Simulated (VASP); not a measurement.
**MgO: single point with PBE**

MgO:

```xyz
4
Lattice="3.3818 0.0000 0.0000 -1.6909 2.9287 0.0000 0.0000 0.0000 4.1780" Properties=species:S:1:pos:R:3 pbc="T T T"
Mg    1.6909    0.9762    3.1335
Mg    0.0000    1.9525    1.0445
O     1.6909    0.9762    1.0445
O     0.0000    1.9525    3.1335
```

This cell differs from its parent crystal: strain -0.030 along x and y, +0.000 along z.

```
Program                : VASP 6.6.1
Task                   : single point
Functional             : PBE
Potentials or basis    : VASP PAW PBE potentials, release 64 (Mg, O)
Cutoff                 : 520 eV
k mesh                 : 6 × 6 × 6
Occupations            : gaussian, width 0.05 eV
Spin                   : no spin polarisation
Dipole correction      : no
Further INCAR settings : ALGO = Normal; EDIFF = 1e-06; NBANDS = 16
```

```
Pressure               : 13.9 GPa
Band gap on the k mesh : 3.73 eV, direct
```

Stress tensor (GPa, compression positive):
```
15.84  0.00  0.00
 0.00 15.84  0.00
 0.00  0.00 10.00
```

Levels at points of the mesh, in eV from the valence-band top:
```
           k point  band 5  band 6  band 7  band 8  band 9  band 10  band 11  band 12
(0.00, 0.00, 0.00)   -1.84   -0.96   -0.96    0.00    3.73     9.87    12.45    13.15
(0.50, 0.00, 0.00)   -2.46   -2.20   -1.42   -0.67    7.22     9.63     9.80    12.81
(0.00, 0.00, 0.50)   -1.42   -1.42   -1.42   -1.42    6.76     6.76    13.51    13.51
(0.50, 0.00, 0.50)   -1.67   -1.67   -0.96   -0.96    7.51     7.51    12.59    12.59
```

It took 18 s on 1 thread of AMD EPYC 7R13 Processor (Zen 3), with other jobs on the host, peak memory 0.13 GiB.

Caveat: the cell differs from its parent crystal (strain -0.030 along x and y, +0.000 along z).
